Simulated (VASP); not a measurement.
Runs of VASP 6.6.1 on CsNb2. The structure is that of space group Fm-3m (No. 225), or close to it. The cells are those of the table. 

```tsv
task	cell	k mesh	cutoff (eV)	gap on the mesh (eV)	pressure (GPa)	relaxed volume (Å³/atom)
single point	a = 4.610 Å, angles 60.0°, 3 atoms	4 × 4 × 4	520	none	1.6	-
relaxation of cell and atoms	relaxed from a = 5.108 Å, angles 60.0°, 3 atoms	4 × 4 × 4	600	none	-0.1	(a)
single point	a = 4.636 Å, angles 60.0°, 3 atoms	12 × 12 × 12	520	none	1.5	-
relaxation of cell and atoms	relaxed from a = 4.610 Å, angles 60.0°, 3 atoms	12 × 12 × 12	600	none	0.0	23.97
```

Alike in all rows: level PBE; potentials or basis VASP PAW PBE potentials, release 64 (Cs_sv, Nb_sv); no spin polarisation; smearing gaussian 0.1 eV.

Estimate the missing entries.

(a) 23.53.

Caveats: some runs use coarse meshes; spin-orbit coupling is left out, which moves the levels of the heavy elements; the volume moved by over 15 % at a fixed basis, so the end points are rough (some runs).

A k mesh can miss the band edges, and the runs leave out spin-orbit coupling on Cs, Nb.

A gap of «none» marks levels without a gap at the run's occupations.
